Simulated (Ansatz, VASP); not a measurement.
# Two plane-wave programs on GdTePd2

```
CELL_PARAMETERS angstrom
4.62724 0.00000 0.00000
-2.31362 4.00731 0.00000
0.00000 0.00000 9.16649
ATOMIC_POSITIONS crystal
Gd 0.33333 0.66667 0.75000
Gd 0.66667 0.33333 0.25000
Te 0.00000 0.00000 0.00000
Te 0.00000 0.00000 0.50000
Pd 0.33333 0.66667 0.40706
Pd 0.33333 0.66667 0.09294
Pd 0.66667 0.33333 0.59294
Pd 0.66667 0.33333 0.90706
```

Change from the starting cell: species swapped into the CsErO2 type (P6_3/mmc, No. 194).

Alike in both runs: functional PBE; k mesh 6 × 6 × 2; occupations gaussian, width 0.1 eV; collinear spin.

Ansatz relaxed the structure, and its values are those at the end. VASP's run is a single point on that final structure, the one shown.

|  | VASP | Ansatz |
| --- | --- | --- |
| version | VASP 6.6.1 | Ansatz 0.2.0 |
| potentials or method | VASP PAW PBE potentials, release 64 (Gd, Te, Pd), cutoff 520 eV | scalar-relativistic, plane waves, PAW |
| valence electrons in the cell | 88 | 140 |

VASP gave:

| Property | Result |
| --- | --- |
| gap on the k mesh at the Fermi level (eV) | none |
| pressure (GPa) | -0.1 |
| rms of the force components (eV/Å) | 0.007 |
| net moment per atom (μB) | 1.80 |
| size of the moment on the site where the two differ most (μB) | 6.82 |

Task: Which values does Ansatz return?

Result: gap on the k mesh at the Fermi level (eV): none; pressure (GPa): 0.0; rms of the force components (eV/Å): 0.005; net moment per atom (μB): 1.80; size of the moment on the site where the two differ most (μB): 6.98.

Site moments also hang on the region over which each program counts them. A gap of «none» marks a metal or a gap that the smearing closes. VASP's potentials hold 88 valence electrons a cell and Ansatz's 140, so a difference there can come from the potentials and not from the codes.

Spin-orbit coupling is off throughout.
